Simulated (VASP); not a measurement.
Au: single point with PBE

Au:

```
Au
1.0
     1.41131   -2.55593    0.00000
     1.41131    2.55593    0.00000
     0.00000    0.00000    4.89317
Au
2
Direct
  0.66533 0.33467 0.25000
  0.33467 0.66533 0.75000
```

- Program: VASP 6.6.1
- Task: single point
- Functional: PBE
- Potentials or basis: VASP PAW PBE potentials, release 64 (Au)
- Cutoff: 500 eV
- k mesh: 6 × 6 × 3
- Occupations: gaussian, width 0.1 eV
- Spin: no spin polarisation

| Quantity | Value |
| --- | --- |
| Pressure | 3.7 GPa |
| Band gap on the k mesh | zero (band 11 reaches 11.85 eV, above the bottom of band 12 at 6.61 eV) |

Stress tensor (GPa, compression positive):
```
0.01 0.00 0.00
0.00 3.71 0.00
0.00 0.00 7.27
```

Levels at points of the mesh, in eV from the Fermi level:
```csv
k point,band 7,band 8,band 9,band 10,band 11,band 12,band 13,band 14,band 15,band 16
"(0.00, 0.00, 0.00)",-3.90,-3.46,-3.32,-2.17,-2.13,-1.01,2.42,14.54,15.52,16.68
"(0.50, 0.00, 0.00)",-3.47,-1.98,-1.85,-1.70,0.49,1.71,5.73,7.24,7.27,9.99
"(0.50, 0.50, 0.00)",-3.60,-1.93,-1.91,-1.76,0.23,1.25,5.35,6.76,6.93,11.09
```

Wall time 6.2 s on 1 thread of Intel(R) Xeon(R) 6975P-C (Granite Rapids), on a shared host, peak memory 0.15 GiB.

Caveat: the k points lie up to 0.43 Å⁻¹ apart; spin-orbit coupling is left out, which moves the levels of the heavy elements.
